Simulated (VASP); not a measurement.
Crystal: Ga.

```
CELL_PARAMETERS angstrom
-2.54644 2.54644 1.39007
2.54644 -2.54644 1.39007
2.54644 2.54644 -1.39007
ATOMIC_POSITIONS crystal
Ga 0.00000 0.00000 0.00000
Ga 0.75000 0.25000 0.50000
```

| Property | Result |
| --- | --- |
| Program | VASP 6.6.1 |
| Task | relaxation of cell and atoms |
| Functional | PBEsol |
| Potentials or basis | VASP PAW PBE potentials, release 64 (Ga_d) |
| Cutoff | 600 eV |
| k mesh | 18 × 18 × 18 |
| Occupations | gaussian, width 0.1 eV |
| Spin | no spin polarisation |

At the start: pressure 1.4 GPa; volume 18.03 Å³/atom.

Q: How do energy, volume and symmetry change on relaxing?

A: Over 12 steps the energy falls by 5.1 meV/atom and the volume is 18.37 Å³/atom (+1.9 %); space group I4_1/amd (No. 141, to 0.05 Å).

Step by step:
| step | energy change (eV) | largest force (eV/Å) | pressure (GPa) | volume (Å³) |
| --- | --- | --- | --- | --- |
| 1 | 0.0000 | 0.0000 | 1.39 | 36.05 |
| 2 | -0.0064 | 0.0000 | -0.05 | 36.87 |
| 3 | -0.0065 | 0.0000 | -0.80 | 37.28 |
| 4 | -0.0067 | 0.0000 | -0.56 | 37.12 |
| 5 | -0.0091 | 0.0000 | -0.42 | 37.02 |
| 6 | -0.0099 | 0.0000 | -0.33 | 36.95 |
| 7 | -0.0100 | 0.0000 | -0.27 | 36.91 |
| 8 | -0.0101 | 0.0000 | -0.02 | 36.71 |
| 9 | -0.0101 | 0.0000 | 0.07 | 36.72 |
| 10 | -0.0101 | 0.0000 | -0.09 | 36.75 |
| 11 | -0.0101 | 0.0000 | 0.09 | 36.73 |
| 12 | -0.0101 | 0.0000 | 0.00 | 36.74 |

Final structure:
```
CELL_PARAMETERS angstrom
-2.59602 2.59602 1.36296
2.59602 -2.59602 1.36296
2.59602 2.59602 -1.36296
ATOMIC_POSITIONS crystal
Ga 0.00000 0.00000 0.00000
Ga 0.75000 0.25000 0.50000
```

Caveat: the PAW data sets were made with another functional, which shifts forces and pressure a little.
